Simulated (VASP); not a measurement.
A run of VASP 6.6.1 is set up as follows.

The input INCAR:

```
SYSTEM = Sm
PREC     = Accurate       ! precision mode
ENCUT    = 520            ! plane-wave cutoff, eV
EDIFF    = 1E-6           ! SCF threshold, eV
ISMEAR   = -1             ! smearing method
SIGMA    = 0.13605693000000002 ! smearing width, eV
LREAL    = .FALSE.        ! projectors in reciprocal space
LASPH    = .TRUE.         ! aspherical terms in the spheres
NELM     = 80             ! most SCF steps
ALGO     = Normal         ! electronic algorithm
ISIF     = 2              ! what is computed and relaxed
LWAVE    = .FALSE.        ! write WAVECAR
LCHARG   = .TRUE.         ! write CHGCAR
GGA      = PS             ! functional
LELF     = .TRUE.         ! ELF
LVHAR    = .TRUE.       
NBANDS   = 14             ! bands
```

Contents of KPOINTS:

```
Automatic mesh
0
G
  13 13 13
  0 0 0
```

File POSCAR:

```
Sm
1.0
    0.0000000000      2.2107940609      2.2107940609
    2.2107940609      0.0000000000      2.2107940609
    2.2107940609      2.2107940609      0.0000000000
Sm
1
Direct
    0.0000000000      0.0000000000      0.0000000000
```

Potentials or basis: VASP PAW PBE potentials, release 64 (Sm).

Command:

```bash
$ cat potpaw_PBE.64/Sm/POTCAR > POTCAR
$ mpirun -np 1 vasp_std > vasp.out
```

Problem. Predict the band gap on the k mesh.

Solution. Zero (band 8 reaches 5.38 eV, above the bottom of band 9 at 5.18 eV).

Problem. Predict the pressure.

Solution. 0.3 GPa.

Caveat: the PAW data sets were made with another functional, which shifts forces and pressure a little; spin-orbit coupling is left out, which moves the levels of the heavy elements. Spin polarisation is off, so any magnetic state and its effect on volume and gap are missing.
